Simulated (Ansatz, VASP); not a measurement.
Cs in VASP and in Ansatz

```
CELL_PARAMETERS angstrom
-2.57445 2.57445 3.74410
2.57445 -2.57445 3.74410
2.57445 2.57445 -3.74410
ATOMIC_POSITIONS crystal
Cs 0.00000 0.00000 0.00000
```

Alike in both runs: functional PBEsol; dispersion D3(BJ); k mesh 7 × 7 × 7; occupations methfessel-paxton of order 1, width 0.15 eV; no spin polarisation.

Ansatz relaxed the structure, and its values are those at the end. VASP's run is a single point on that final structure, the one shown.

|  | VASP | Ansatz |
| --- | --- | --- |
| version | VASP 6.6.1 | Ansatz 0.2.0 |
| potentials or method | VASP PAW PBE potentials, release 64 (Cs_sv), cutoff 500 eV | plane waves, PAW |
| valence electrons in the cell | 9 | 9 |

|  | VASP | Ansatz | Ansatz less VASP |
| --- | --- | --- | --- |
| pressure (GPa) | 0.0 | 0.0 | +0.01 |

VASP's potentials were made for PBE, not for PBEsol.

Neither program's run includes spin-orbit coupling.
